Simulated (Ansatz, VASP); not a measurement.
**Cl in VASP and in Ansatz**

```
Cl
1.0
     4.10933    0.00000    0.00000
    -2.05467    3.55879    0.00000
     0.00000    0.00000    2.21865
Cl
1
Direct
  0.00000 0.00000 0.00000
```

Alike in both runs: functional PBEsol; k mesh 6 × 6 × 6; occupations gaussian, width 0.1 eV; no spin polarisation.

Ansatz relaxed the structure, and its values are those at the end. VASP's run is a single point on that final structure, the one shown.

|  | VASP | Ansatz |
| --- | --- | --- |
| version | VASP 6.6.1 | Ansatz 0.2.0 |
| potentials or method | VASP PAW PBE potentials, release 64 (Cl), cutoff 500 eV | scalar-relativistic, plane waves, PAW |
| valence electrons in the cell | 7 | 7 |

|  | VASP | Ansatz | Ansatz less VASP |
| --- | --- | --- | --- |
| pressure (GPa) | -0.1 | 0.0 | +0.13 |

VASP's potentials were made for PBE, not for PBEsol. With one functional, cell and mesh, what is left measures potentials, basis and numerics.

The k mesh is coarse, so the values compare programs but aren't converged.
